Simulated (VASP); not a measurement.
# CO2 (P4_2/mnm) in VASP: a series of runs

The runs below take CO2 through single point, with PBE.

All numbers are computed with VASP 6.6.1; they aren't measurements. Logs are shortened: lines on timing, memory, paths and dates and some standing lists are left out, and cuts for length are marked.

### 1 The cell of the first run

Symmetry: P4_2/mnm, No. 136, tetragonal system. Conventional cell: a = 3.815 Å, b = 3.815 Å, c = 2.477 Å, α = 90.00°, β = 90.00°, γ = 90.00°. Within 2.2 Å of C (site symmetry mmm) lie 6 O at 1.62 to 1.65 Å. Within 2.2 Å of O (site symmetry m2m) lie 3 C at 1.62 to 1.65 Å and 1 O at 2.09 Å.

### 2 Single point, PBE

Input file INCAR:

```
PREC = Accurate
ENCUT = 600
EDIFF = 1E-6
ISMEAR = -1
SIGMA = 0.1
LREAL = F
LASPH = T
NELM = 120
ALGO = Normal
ISIF = 2
LWAVE = F
LCHARG = F
GGA = PE
NBANDS = 25
GGA_COMPAT = F
```

Input file KPOINTS:

```
regular mesh
0
Gamma
  5 5 7
```

Input file POSCAR:

```
CO2
1.0
    3.8147030000      0.0000000000      0.0000000000
    0.0000000000      3.8147030000      0.0000000000
    0.0000000000      0.0000000000      2.4774760000
C O
2 4
Direct
    0.0000000000      0.0000000000      0.0000000000
    0.5000000000      0.5000000000      0.5000000000
    0.3060400000      0.3060400000      0.0000000000
    0.1939600000      0.8060400000      0.5000000000
    0.6939600000      0.6939600000      0.0000000000
    0.8060400000      0.1939600000      0.5000000000
```

Potentials or basis: VASP PAW PBE potentials, release 64 (C, O).

Started as:

```sh
$ cat potpaw_PBE.64/C/POTCAR potpaw_PBE.64/O/POTCAR > POTCAR
$ mpirun -np 1 vasp_std > vasp.out
```

OUTCAR:

```text
PREC = Accurate
   ENCUT = 600
   EDIFF = 1E-6
   ISMEAR = -1
   LREAL = F
   LASPH = T
   NELM = 120
   ISIF = 2
   GGA = PE

 ion  position               nearest neighbor table
   1  0.000  0.000  0.000-   4 1.62   6 1.62   4 1.62   6 1.62   5 1.65   3 1.65
   2  0.500  0.500  0.500-   3 1.62   5 1.62   3 1.62   5 1.62   4 1.65   6 1.65
   3  0.306  0.306  0.000-   2 1.62   2 1.62   1 1.65
   4  0.194  0.806  0.500-   1 1.62   1 1.62   2 1.65
   5  0.694  0.694  0.000-   2 1.62   2 1.62   1 1.65
   6  0.806  0.194  0.500-   1 1.62   1 1.62   2 1.65

  LATTYP: Found a simple tetragonal cell.
 ALAT       =     3.8147030000
 C/A-ratio  =     0.6494544923

  Lattice vectors:

 A1 = (   3.8147030000,   0.0000000000,   0.0000000000)
 A2 = (   0.0000000000,   3.8147030000,   0.0000000000)
 A3 = (   0.0000000000,   0.0000000000,   2.4774760000)

Analysis of symmetry for initial positions (statically):
=====================================================================
 Subroutine PRICEL returns:
 Original cell was already a primitive cell.

 Routine SETGRP: Setting up the symmetry group for a
 simple tetragonal supercell.

 Subroutine GETGRP returns: Found 16 space group operations
 (whereof  8 operations were pure point group operations)
 out of a pool of 16 trial point group operations.

The static configuration has the point symmetry D_2h.
 The point group associated with its full space group is D_4h.

Analysis of symmetry for dynamics (positions and initial velocities):
=====================================================================
 Subroutine PRICEL returns:
 Original cell was already a primitive cell.

 Routine SETGRP: Setting up the symmetry group for a
 simple tetragonal supercell.

 Subroutine GETGRP returns: Found 16 space group operations
 (whereof  8 operations were pure point group operations)
 out of a pool of 16 trial point group operations.

The dynamic configuration has the point symmetry D_2h.
 The point group associated with its full space group is D_4h.

 Subroutine INISYM returns: Found 16 space group operations
 (whereof  8 operations are pure point group operations),
 and found     1 'primitive' translations

----------------------------------------------------------------------------------------

                                     Primitive cell

  volume of cell :      36.0521

  direct lattice vectors                    reciprocal lattice vectors
     3.814703000  0.000000000  0.000000000     0.262143606  0.000000000  0.000000000
     0.000000000  3.814703000  0.000000000     0.000000000  0.262143606  0.000000000
     0.000000000  0.000000000  2.477476000     0.000000000  0.000000000  0.403636604

  length of vectors
     3.814703000  3.814703000  2.477476000     0.262143606  0.262143606  0.403636604

  position of ions in fractional coordinates (direct lattice)
     0.000000000  0.000000000  0.000000000
     0.500000000  0.500000000  0.500000000
     0.306040000  0.306040000  0.000000000
     0.193960000  0.806040000  0.500000000
     0.693960000  0.693960000  0.000000000
     0.806040000  0.193960000  0.500000000

  ion indices of the primitive-cell ions
   primitive index   ion index
                 1           1
                 2           2
                 3           3
                 4           4
                 5           5
                 6           6

----------------------------------------------------------------------------------------

 KPOINTS: regular mesh

Automatic generation of k-mesh.
 Grid dimensions read from file:
 generate k-points for:    5    5    7

 Generating k-lattice:

  Cartesian coordinates                     Fractional coordinates (reciprocal lattice)
     0.052428721  0.000000000  0.000000000     0.200000000  0.000000000  0.000000000
     0.000000000  0.052428721  0.000000000     0.000000000  0.200000000  0.000000000
     0.000000000  0.000000000  0.057662372     0.000000000  0.000000000  0.142857143

  Length of vectors
     0.052428721  0.052428721  0.057662372

  Shift w.r.t. Gamma in fractional coordinates (k-lattice)
     0.000000000  0.000000000  0.000000000

 Subroutine IBZKPT returns following result:
 ===========================================

 Found     24 irreducible k-points:

 Following reciprocal coordinates:
            Coordinates               Weight
  0.000000  0.000000  0.000000      1.000000
  0.200000  0.000000  0.000000      4.000000
  0.400000  0.000000  0.000000      4.000000
  0.200000  0.200000  0.000000      4.000000
  0.400000  0.200000  0.000000      8.000000
  0.400000  0.400000  0.000000      4.000000
[... 16 lines left out ...]
  0.400000  0.200000  0.428571     16.000000
  0.400000  0.400000  0.428571      8.000000
   k-points           NKPTS =     24   k-points in BZ     NKDIM =     24   number of bands    NBANDS=     25
   number of dos      NEDOS =    301   number of ions     NIONS =      6
   total plane-waves  NPLWV =  18000
   dimension x,y,z NGX =    30 NGY =   30 NGZ =   20
   dimension x,y,z NGXF=    60 NGYF=   60 NGZF=   40
   ions per type =               2   4
   NGX,Y,Z   is equivalent  to a cutoff of  13.07, 13.07, 13.42 a.u.
   NGXF,Y,Z  is equivalent  to a cutoff of  26.15, 26.15, 26.84 a.u.
 SYSTEM =  unknown system
   PREC   = accura    normal or accurate (medium, high low for compatibility)
   ISTART =      0    job   : 0-new  1-cont  2-samecut
   ICHARG =      2    charge: 1-file 2-atom 10-const
   ISPIN  =      1    spin polarized calculation?
   LNONCOLLINEAR =      F non collinear calculations
   LSORBIT =      F    spin-orbit coupling
   LASPH  =      T    aspherical Exc in radial PAW
   ENCUT  =  600.0 eV  44.10 Ry    6.64 a.u.   7.62  7.62  4.95*2*pi/ulx,y,z
   NELM   =    120;   NELMIN=  2; NELMDL= -5     # of ELM steps
   EDIFF  = 0.1E-05   stopping-criterion for ELM
   LREAL  =      F    real-space projection
   EDIFFG = 0.1E-04   stopping-criterion for IOM
   NSW    =      0    number of steps for IOM
   IBRION =     -1    ionic relax: 0-MD 1-quasi-New 2-CG
   NFREE  =      0    steps in history (QN), initial steepest desc. (CG)
   ISIF   =      2    stress and relaxation
   ISYM   =      2    0-nonsym 1-usesym 2-fastsym
   POTIM  = 0.5000    time-step for ionic-motion
   TEBEG  =    0.0;   TEEND  =   0.0 temperature during run
   PSTRESS=    0.0 pullay stress
   NELECT =      32.0000    total number of electrons
   NUPDOWN=      -1.0000    fix difference up-down
   EMIN   =  10.00;   EMAX   =-10.00  energy-range for DOS
   EFERMI =   0.00;   METHOD = LEGACY
   ISMEAR =    -1;   SIGMA  =   0.10  broadening in eV -4-tet -1-fermi 0-gaus
   EFERMI_NEDOS =   21; number of points for ismear=-14 and -15
   IALGO  =     38    algorithm
   IMIX   =      4    mixing-type and parameters
     AMIX     =   0.40;   BMIX     =  1.00
     AMIX_MAG =   1.60;   BMIX_MAG =  1.00
  volume/ion in A,a.u.               =       6.01        40.55
  Fermi-wavevector in a.u.,A,eV,Ry     =   1.573311  2.973126 33.678594  2.475307
  Thomas-Fermi vector in A             =   2.674614
   LORBIT       =      0    0 simple, 1 ext, 2 COOP (PROOUT), +10 PAW based schemes
   GGA     = PE    functional components
   LHFCALC =     F    Hartree Fock is set to
   AEXX    =    0.0000 exact exchange contribution
   IVDW    =     0    specifies the selected vdW correction
   LEPSILON=     F    determine dielectric tensor
   LRPA    =     F    only Hartree local field effects (RPA)
 non-spin polarized calculation
  energy-cutoff  :      600.00
  volume of cell :       36.05
 maximum number of plane-waves:      1222
   NGX = 15   NGY = 15   NGZ =  9

 number of electron      31.9999979 magnetization

 Free energy of the ion-electron system (eV)
  ---------------------------------------------------
  ext. energy  EPLUGINS =         0.00000000
  ---------------------------------------------------
  free energy    TOTEN  =       -33.34629526 eV

  energy without entropy =      -33.34377855  energy(sigma->0) =      -33.34503691

 E-fermi :   7.9028     XC(G=0): -13.2047

 val. band max:        7.9008536854   @ k =   0.0000   0.0000   0.0000
 cond. band min:       8.6045252256   @ k =   0.2000   0.0000   0.0000
 fundamental gap:      0.7036715402
 Fermi energy:         7.9028061962

 k-point     1 :       0.0000    0.0000    0.0000
  band No.  band energies     occupation
      1     -17.9234      2.00000
      2     -12.4364      2.00000
      3     -12.4364      2.00000
      4     -12.4085      2.00000
      5      -6.0004      2.00000
      6      -1.2459      2.00000
[... 17 lines left out ...]
     24      16.2873      0.00000
     25      21.1420      0.00000

 k-point     2 :       0.2000    0.0000    0.0000
  band No.  band energies     occupation
      1     -17.6527      2.00000
      2     -14.0401      2.00000
      3     -12.2395      2.00000
      4     -11.2780      2.00000
      5      -6.0356      2.00000
      6      -2.2596      2.00000
[... 17 lines left out ...]
     24      15.8828      0.00000
     25      21.8735      0.00000

 k-point     3 :       0.4000    0.0000    0.0000
  band No.  band energies     occupation
      1     -16.8598      2.00000
      2     -15.6095      2.00000
      3     -11.7190      2.00000
      4     -11.1692      2.00000
      5      -5.4240      2.00000
      6      -3.9875      2.00000
[... 552 lines left out ...]
 k-point    23 :       0.4000    0.2000    0.4286
  band No.  band energies     occupation
      1     -14.0560      2.00000
      2     -13.4546      2.00000
      3     -11.5844      2.00000
      4     -11.3326      2.00000
      5      -6.5636      2.00000
      6      -5.6271      2.00000
[... 17 lines left out ...]
     24      18.7762      0.00000
     25      24.0847      0.00000

 k-point    24 :       0.4000    0.4000    0.4286
  band No.  band energies     occupation
      1     -13.7380      2.00000
      2     -13.4873      2.00000
      3     -11.4688      2.00000
      4     -11.3386      2.00000
      5      -7.2106      2.00000
      6      -6.8015      2.00000
[... 17 lines left out ...]
     24      18.4012      0.00000
     25      24.0131      0.00000

------------------------ aborting loop because EDIFF is reached ----------------------------------------

  FORCE on cell =-STRESS in cart. coord.  units (eV):
  Direction    XX          YY          ZZ          XY          YZ          ZX
  --------------------------------------------------------------------------------------
  -------------------------------------------------------------------------------------
  Total        3.8146835      3.8146835     -5.2206449      0.0000000      0.0000000      0.0000000
  in kB      169.5267244    169.5267244   -232.0084567      0.0000000      0.0000000      0.0000000
  external PRESSURE =      35.6816640 kB  Pullay stress =       0.0000000 kB

 VOLUME and BASIS-vectors are now :
 -----------------------------------------------------------------------------
  energy-cutoff  :      600.00
  volume of cell :       36.05
      direct lattice vectors                 reciprocal lattice vectors
     3.814703000  0.000000000  0.000000000     0.262143606  0.000000000  0.000000000
     0.000000000  3.814703000  0.000000000     0.000000000  0.262143606  0.000000000
     0.000000000  0.000000000  2.477476000     0.000000000  0.000000000  0.403636604

 POSITION                                       TOTAL-FORCE (eV/Angst)
 -----------------------------------------------------------------------------------
      0.00000      0.00000      0.00000        -0.000000      0.000000      0.000000
      1.90735      1.90735      1.23874        -0.000000      0.000000      0.000000
      1.16745      1.16745      0.00000         0.702551      0.702551      0.000000
      0.73990      3.07480      1.23874        -0.702551      0.702551      0.000000
      2.64725      2.64725      0.00000        -0.702551     -0.702551      0.000000
      3.07480      0.73990      1.23874         0.702551     -0.702551      0.000000
 -----------------------------------------------------------------------------------
    total drift:                                0.000000      0.000000      0.000000

  FREE ENERGIE OF THE ION-ELECTRON SYSTEM (eV)
  ---------------------------------------------------
  free  energy   TOTEN  =       -33.3462952609 eV

  energy  without entropy=      -33.3437785503  energy(sigma->0) =      -33.34503691
```

Wall time 26 s (1 thread of AMD EPYC 7R43 (Zen 3), shared host); peak memory 0.11 GiB.

What came out:

| Quantity | Value |
| --- | --- |
| Free energy | -33.3463 eV |
| Pressure | 3.6 GPa |
| Largest force | 0.994 eV/Å |

Forces in eV/Å, atoms in the order of the input:
```
C    0.000  0.000  0.000
C    0.000  0.000  0.000
O    0.703  0.703  0.000
O   -0.703  0.703  0.000
O   -0.703 -0.703  0.000
O    0.703 -0.703  0.000
```

Caveat: the k points lie up to 0.36 Å⁻¹ apart.

(Part 1 of 2 ends here.)
